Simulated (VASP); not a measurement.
Runs of VASP 6.6.1 on Si2W (MoSi2 type). The structure is that of space group I4/mmm (No. 139), or close to it. The cells are those of the table. 

| task | cell | cutoff (eV) | gap on the mesh (eV) | pressure (GPa) | largest force (eV/Å) |
| --- | --- | --- | --- | --- | --- |
| single point | a = 4.076 Å, angles 139.4, 139.4, 58.7°, 3 atoms | 520 | none | 159.1 | 0.04 |
| relaxation of shape and atoms at fixed volume | relaxed from a = 3.830 Å, angles 138.5, 138.5, 60.2°, 3 atoms | 600 | none | 311.8 | - |
| single point | a = 4.491 Å, angles 138.5, 138.5, 60.2°, 3 atoms | 520 | none | (a) | 0.01 |
| single point | a = 3.907 Å, angles 140.0, 140.0, 57.9°, 3 atoms | 520 | none | (b) | (c) |
| single point | a = 4.203 Å, angles 139.1, 139.1, 59.3°, 3 atoms | 520 | none | 87.4 | 0.03 |

Alike in all rows: level LDA; potentials or basis VASP PAW LDA potentials, release 64 (W_sv, Si); no spin polarisation; k mesh 14 × 14 × 14; smearing fermi-dirac 0.08 eV.

Q: Fill in the values left out.

A: (a) 0.9; (b) 311.9; (c) 0.06.

Caveats: spin-orbit coupling is left out, which moves the levels of the heavy elements.

A k mesh can miss the band edges, and the runs leave out spin-orbit coupling on W.

A gap of «none» marks levels without a gap at the run's occupations.
